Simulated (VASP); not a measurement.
# ZnO (Pm-3m) in VASP: notebook, part 2 of 2

VASP 6.6.1. Earlier steps stand in the parts before.

## (4) Single point, r2SCAN

This run uses another cell than the first one, of 9.26 Å³/atom, 0.943 times its volume.

POSCAR

```
ZnO
1.0
    2.6461709597      0.0000000000      0.0000000000
    0.0000000000      2.6461709597      0.0000000000
    0.0000000000      0.0000000000      2.6461709597
Zn O
1 1
Direct
    0.0000000000      0.0000000000      0.0000000000
    0.5000000000      0.5000000000      0.5000000000
```

INCAR.step1

```
  PREC = Accurate
  ENCUT = 910
  ISMEAR = -1
  SIGMA = 0.02
  LREAL = False
  LASPH = True
  NELM = 120
  NBANDS = 16
  GGA = PE
  ALGO = Normal
  EDIFF = 1E-5
  LWAVE = True
  LCHARG = False
  GGA_COMPAT = False
```

INCAR.step2

```
  PREC = Accurate
  ENCUT = 910
  EDIFF = 1E-6
  ISMEAR = -1
  SIGMA = 0.02
  LREAL = False
  LASPH = True
  NELM = 120
  ALGO = Normal
  ISIF = 2
  LWAVE = False
  LCHARG = True
  METAGGA = R2SCAN
  LMIXTAU = True
  LELF = True
  LVHAR = True
  NBANDS = 16
  ISTART = 1
  GGA_COMPAT = False
```

KPOINTS

```
Automatic mesh
0
Gamma
  8 8 8
```

Potentials or basis: VASP PAW PBE potentials, release 64 (Zn, O_h).

The run is started by

```
$ cat potpaw_PBE.64/Zn/POTCAR potpaw_PBE.64/O_h/POTCAR > POTCAR
$ cp INCAR.step1 INCAR
$ mpirun -np 1 vasp_std > vasp.out
$ cp INCAR.step2 INCAR
$ mpirun -np 1 vasp_std > vasp.out
```

OUTCAR:

```text
PREC = Accurate
   ENCUT = 910
   EDIFF = 1E-6
   ISMEAR = -1
   LREAL = False
   LASPH = True
   NELM = 120
   ISIF = 2
   METAGGA = R2SCAN
   ISTART = 1

 ion  position               nearest neighbor table
   1  0.000  0.000  0.000-
   2  0.500  0.500  0.500-

  LATTYP: Found a simple cubic cell.
 ALAT       =     2.6461709597

  Lattice vectors:

 A1 = (   2.6461709597,   0.0000000000,   0.0000000000)
 A2 = (   0.0000000000,   2.6461709597,   0.0000000000)
 A3 = (   0.0000000000,   0.0000000000,   2.6461709597)

Analysis of symmetry for initial positions (statically):
=====================================================================
 Subroutine PRICEL returns:
 Original cell was already a primitive cell.

 Routine SETGRP: Setting up the symmetry group for a
 simple cubic supercell.

 Subroutine GETGRP returns: Found 48 space group operations
 (whereof 48 operations were pure point group operations)
 out of a pool of 48 trial point group operations.

The static configuration has the point symmetry O_h .

Analysis of symmetry for dynamics (positions and initial velocities):
=====================================================================
 Subroutine PRICEL returns:
 Original cell was already a primitive cell.

 Routine SETGRP: Setting up the symmetry group for a
 simple cubic supercell.

 Subroutine GETGRP returns: Found 48 space group operations
 (whereof 48 operations were pure point group operations)
 out of a pool of 48 trial point group operations.

The dynamic configuration has the point symmetry O_h .

 Subroutine INISYM returns: Found 48 space group operations
 (whereof 48 operations are pure point group operations),
 and found     1 'primitive' translations

----------------------------------------------------------------------------------------

                                     Primitive cell
[... 108 lines left out ...]
   IALGO  =     38    algorithm
   IMIX   =      4    mixing-type and parameters
     AMIX     =   0.40;   BMIX     =  1.00
     AMIX_MAG =   1.60;   BMIX_MAG =  1.00
  volume/ion in A,a.u.               =       9.26        62.52
  Fermi-wavevector in a.u.,A,eV,Ry     =   1.621366  3.063938 35.767379  2.628828
  Thomas-Fermi vector in A             =   2.715154
   LORBIT       =      0    0 simple, 1 ext, 2 COOP (PROOUT), +10 PAW based schemes
   METAGGA = R2SCAN    functional components
   LHFCALC =     F    Hartree Fock is set to
   AEXX    =    0.0000 exact exchange contribution
   IVDW    =     0    specifies the selected vdW correction
   LEPSILON=     F    determine dielectric tensor
   LRPA    =     F    only Hartree local field effects (RPA)
 non-spin polarized calculation
  energy-cutoff  :      910.00
  volume of cell :       18.53
 maximum number of plane-waves:      1189
 NGX is ok and might be reduce to    28
   NGX = 13   NGY = 13   NGZ = 13

 number of electron      18.0000002 magnetization

 Free energy of the ion-electron system (eV)
  ---------------------------------------------------
  ext. energy  EPLUGINS =         0.00000000
  ---------------------------------------------------
  free energy    TOTEN  =       -16.69295428 eV

  energy without entropy =      -16.69265720  energy(sigma->0) =      -16.69280574

 E-fermi :   3.7183     XC(G=0): -13.5653

 val. band max:        3.6745036182   @ k =   0.5000   0.0000   0.0000
 cond. band min:       5.0647673712   @ k =   0.1250   0.0000   0.0000
 fundamental gap:      1.3902637530
 Fermi energy:         3.7182888131

 k-point     1 :       0.0000    0.0000    0.0000
  band No.  band energies     occupation
      1     -16.1074      2.00000
      2      -3.0094      2.00000
      3      -3.0094      2.00000
      4      -1.8657      2.00000
      5      -1.8657      2.00000
      6      -1.8657      2.00000
[... 433 lines left out ...]
      3      -2.8312      2.00000
      4      -2.4609      2.00000
      5      -2.1219      2.00000
      6      -1.8338      2.00000
[... 8 lines left out ...]
     15      27.2514      0.00000
     16      28.8379      0.00000

 [... further k-points ...]

------------------------ aborting loop because EDIFF is reached ----------------------------------------

  FORCE on cell =-STRESS in cart. coord.  units (eV):
  Direction    XX          YY          ZZ          XY          YZ          ZX
  --------------------------------------------------------------------------------------
  -------------------------------------------------------------------------------------
  Total        0.1098506      0.1098506      0.1098506     -0.0000000     -0.0000000     -0.0000000
  in kB        9.4985941      9.4985941      9.4985941     -0.0000000     -0.0000000     -0.0000000
  external PRESSURE =       9.4985941 kB  Pullay stress =       0.0000000 kB

 VOLUME and BASIS-vectors are now :
 -----------------------------------------------------------------------------
  energy-cutoff  :      910.00
  volume of cell :       18.53
      direct lattice vectors                 reciprocal lattice vectors
     2.646170960  0.000000000  0.000000000     0.377904533  0.000000000  0.000000000
     0.000000000  2.646170960  0.000000000     0.000000000  0.377904533  0.000000000
     0.000000000  0.000000000  2.646170960     0.000000000  0.000000000  0.377904533

 POSITION                                       TOTAL-FORCE (eV/Angst)
 -----------------------------------------------------------------------------------
      0.00000      0.00000      0.00000         0.000000      0.000000      0.000000
      1.32309      1.32309      1.32309         0.000000      0.000000      0.000000
 -----------------------------------------------------------------------------------
    total drift:                               -0.000000      0.000000      0.000000

  FREE ENERGIE OF THE ION-ELECTRON SYSTEM (eV)
  ---------------------------------------------------
  free  energy   TOTEN  =       -16.6929542828 eV

  energy  without entropy=      -16.6926572007  energy(sigma->0) =      -16.69280574
```

Run time: 44 s. Hardware: 1 thread of Intel Xeon Platinum 8559C (Emerald Rapids), shared host; peak memory 0.17 GiB.

Results:

| Quantity | Value |
| --- | --- |
| Free energy | -16.6930 eV |
| Pressure | 0.9 GPa |
| Band gap on the k mesh | zero (band 9 reaches 3.67 eV, above the bottom of band 10 at 3.63 eV) |

Levels at points of the mesh, in eV from the Fermi level:
```csv
k point,band 6,band 7,band 8,band 9,band 10,band 11,band 12,band 13
"(0.00, 0.00, 0.00)",-5.58,-1.36,-1.36,-1.36,-0.09,15.15,15.15,19.14
"(0.50, 0.00, 0.00)",-5.55,-4.69,-0.04,-0.04,6.03,7.52,16.95,16.95
"(0.50, 0.50, 0.00)",-5.30,-5.22,-5.22,-0.23,3.34,11.32,11.32,17.05
"(0.50, 0.50, 0.50)",-5.28,-1.53,-1.53,-1.53,6.25,6.25,6.25,10.70
```

Caveat: the cutoff is under 1.25 times the usual one of these potentials, so pressure, stress and relaxed cells hold a basis-set (Pulay) error; the PAW data sets were made with another functional, which shifts forces and pressure a little.

## (5) Single point, r2SCAN (volume changed by +3%)

POSCAR

```
ZnO
1.0
    2.6723723762      0.0000000000      0.0000000000
    0.0000000000      2.6723723762      0.0000000000
    0.0000000000      0.0000000000      2.6723723762
Zn O
1 1
Direct
    0.0000000000      0.0000000000      0.0000000000
    0.5000000000      0.5000000000      0.5000000000
```

INCAR.step1

```
SYSTEM = ZnO
  ALGO = Normal
  EDIFF = 1E-5
  ENCUT = 910
  GGA = PE
  GGA_COMPAT = .False.
  ISMEAR = -1
  LASPH = .True.
  LCHARG = .False.
  LREAL = .False.
  LWAVE = .True.
  NBANDS = 16
  NELM = 120
  PREC = Accurate
  SIGMA = 0.02
```

INCAR.step2

```
SYSTEM = ZnO
  ALGO = Normal
  EDIFF = 1E-6
  ENCUT = 910
  GGA_COMPAT = .False.
  ISIF = 2
  ISMEAR = -1
  ISTART = 1
  LASPH = .True.
  LCHARG = .False.
  LMIXTAU = .True.
  LREAL = .False.
  LWAVE = .False.
  METAGGA = R2SCAN
  NBANDS = 16
  NELM = 120
  PREC = Accurate
  SIGMA = 0.02
```

KPOINTS

```
k-points
0
Gamma
  8 8 8
  0 0 0
```

Potentials or basis: VASP PAW PBE potentials, release 64 (Zn, O_h).

The run is started by

```
$ cat potpaw_PBE.64/Zn/POTCAR potpaw_PBE.64/O_h/POTCAR > POTCAR
$ cp INCAR.step1 INCAR
$ mpirun -np 1 vasp_std > vasp.out
$ cp INCAR.step2 INCAR
$ mpirun -np 1 vasp_std > vasp.out
```

OUTCAR:

```text
SYSTEM = ZnO
   EDIFF = 1E-6
   ENCUT = 910
   ISIF = 2
   ISMEAR = -1
   ISTART = 1
   LASPH = .True.
   LREAL = .False.
   METAGGA = R2SCAN
   NELM = 120
   PREC = Accurate

 ion  position               nearest neighbor table
   1  0.000  0.000  0.000-
   2  0.500  0.500  0.500-

  LATTYP: Found a simple cubic cell.
 ALAT       =     2.6723723762

  Lattice vectors:

 A1 = (   2.6723723762,   0.0000000000,   0.0000000000)
[... 638 lines left out ...]
     16      28.1163      0.00000

 [... further k-points ...]

------------------------ aborting loop because EDIFF is reached ----------------------------------------

  FORCE on cell =-STRESS in cart. coord.  units (eV):
  Direction    XX          YY          ZZ          XY          YZ          ZX
  --------------------------------------------------------------------------------------
  -------------------------------------------------------------------------------------
  Total       -0.4915740     -0.4915740     -0.4915740      0.0000000      0.0000000     -0.0000000
  in kB      -41.2675379    -41.2675379    -41.2675379      0.0000000      0.0000000     -0.0000000
  external PRESSURE =     -41.2675379 kB  Pullay stress =       0.0000000 kB

 VOLUME and BASIS-vectors are now :
 -----------------------------------------------------------------------------
  energy-cutoff  :      910.00
  volume of cell :       19.08
      direct lattice vectors                 reciprocal lattice vectors
     2.672372376  0.000000000  0.000000000     0.374199348  0.000000000  0.000000000
     0.000000000  2.672372376  0.000000000     0.000000000  0.374199348  0.000000000
     0.000000000  0.000000000  2.672372376     0.000000000  0.000000000  0.374199348

 POSITION                                       TOTAL-FORCE (eV/Angst)
 -----------------------------------------------------------------------------------
      0.00000      0.00000      0.00000         0.000000      0.000000      0.000000
      1.33619      1.33619      1.33619         0.000000      0.000000      0.000000
 -----------------------------------------------------------------------------------
    total drift:                                0.000000      0.000000      0.000000

  FREE ENERGIE OF THE ION-ELECTRON SYSTEM (eV)
  ---------------------------------------------------
  free  energy   TOTEN  =       -16.6869955631 eV

  energy  without entropy=      -16.6866913508  energy(sigma->0) =      -16.68684346
```

Run time: 76 s. Hardware: 1 thread of AMD EPYC 7R43 (Zen 3), shared host; peak memory 0.14 GiB.

Results:

- Free energy: -16.6870 eV
- Pressure: -4.1 GPa
- Band gap on the k mesh: zero (band 9 reaches 3.38 eV, above the bottom of band 10 at 3.16 eV)

Levels at points of the mesh, in eV from the Fermi level:
| k point | band 6 | band 7 | band 8 | band 9 | band 10 | band 11 | band 12 | band 13 |
| --- | --- | --- | --- | --- | --- | --- | --- | --- |
| (0.00, 0.00, 0.00) | -5.59 | -1.29 | -1.29 | -1.29 | -0.26 | 14.99 | 14.99 | 18.71 |
| (0.50, 0.00, 0.00) | -5.55 | -4.69 | -0.05 | -0.05 | 5.86 | 7.26 | 16.67 | 16.67 |
| (0.50, 0.50, 0.00) | -5.32 | -5.02 | -5.02 | -0.20 | 3.22 | 11.07 | 11.07 | 16.76 |
| (0.50, 0.50, 0.50) | -5.31 | -1.53 | -1.53 | -1.53 | 6.21 | 6.21 | 6.21 | 10.29 |

Caveat: the cell differs from its parent crystal (volume changed by +3%); the cutoff is under 1.25 times the usual one of these potentials, so pressure, stress and relaxed cells hold a basis-set (Pulay) error; the PAW data sets were made with another functional, which shifts forces and pressure a little.

## (6) Overview

| level | potentials or basis | cell | cutoff (eV) | second run | gap on the mesh (eV) | pressure (GPa) |
| --- | --- | --- | --- | --- | --- | --- |
| r2SCAN | VASP PAW PBE potentials, release 64 (Zn, O) | a = 2.698 Å, 2 atoms | 520 | - | none | -8.8 |
| PBE | VASP PAW PBE potentials, release 64 (Zn, O_h) | a = 2.633 Å, 2 atoms | 910 | hard_potentials | none | 12.0 |
| r2SCAN | VASP PAW PBE potentials, release 64 (Zn, O_h) | a = 2.646 Å, 2 atoms | 910 | hard_potentials | none | 0.9 |
| r2SCAN | VASP PAW PBE potentials, release 64 (Zn, O_h) | a = 2.672 Å, 2 atoms | 910 | hard_potentials | none | -4.1 |

Alike in all rows: task single point; no spin polarisation; k mesh 8 × 8 × 8; smearing fermi-dirac 0.02 eV.

Caveats: the PAW data sets were made with another functional, which shifts forces and pressure a little (some runs); the cutoff is under 1.25 times the usual one of these potentials, so pressure, stress and relaxed cells hold a basis-set (Pulay) error (some runs).

Total energies depend on the potentials used, so only differences within one code and one set of settings carry meaning.
